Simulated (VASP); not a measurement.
Write the native input for VASP 6.6.1 that does the following.

| Item | Value |
| --- | --- |
| Task | single point |
| Functional | PBEsol |
| Dispersion | D3(BJ) |
| Potentials or basis | VASP PAW PBE potentials, release 64 (Sn_d) |
| Cutoff | 520 eV |
| k mesh | 20 × 20 × 20 |
| Occupations | gaussian, width 0.15 eV |
| Spin | no spin polarisation |
| Dipole correction | no |
| Further INCAR settings | ALGO = Fast; EDIFF = 1e-07; NBANDS = 13 |

The structure of Sn lies in POSCAR:

```
Sn
1.0
   -1.9480501607      1.9480501607      1.7922061478
    1.9480501607     -1.9480501607      1.7922061478
    1.9480501607      1.9480501607     -1.7922061478
Sn
1
Direct
    0.0000000000      0.0000000000      0.0000000000
```

This cell differs from its parent crystal: ratio of the length along z to the lengths across it x 0.92, volume and fractional coordinates fixed.

The input as run:

INCAR

```
SYSTEM = Sn
ALGO = Fast ; EDIFF = 1E-7
ENCUT = 520 ; GGA = PS
ISIF = 2 ; ISMEAR = 0
IVDW = 12 ; LASPH = .TRUE.
LCHARG = .FALSE. ; LREAL = .FALSE.
LWAVE = .FALSE. ; NBANDS = 13
NELM = 80 ; PREC = Accurate
SIGMA = 0.15
```

KPOINTS

```
k-points
0
G
  20 20 20
  0 0 0
```

Potentials or basis: VASP PAW PBE potentials, release 64 (Sn_d).

Run with:

```console
$ cat potpaw_PBE.64/Sn_d/POTCAR > POTCAR
$ mpirun -np 1 vasp_std > vasp.out
```

It gave:

```json
{
  "Pressure": "-4.5 GPa",
  "Band gap on the k mesh": "zero (bands 7 and 8 overlap by 9.90 eV)",
  "Dispersion energy per atom": "-0.389 eV"
}
```

Caveat: the cell stands under tension; the PAW data sets were made with another functional, which shifts forces and pressure a little; spin-orbit coupling is left out, which moves the levels of the heavy elements.

It took 2.1 min on 1 thread of Intel Xeon 8259CL, on a shared host, peak memory 0.32 GiB.
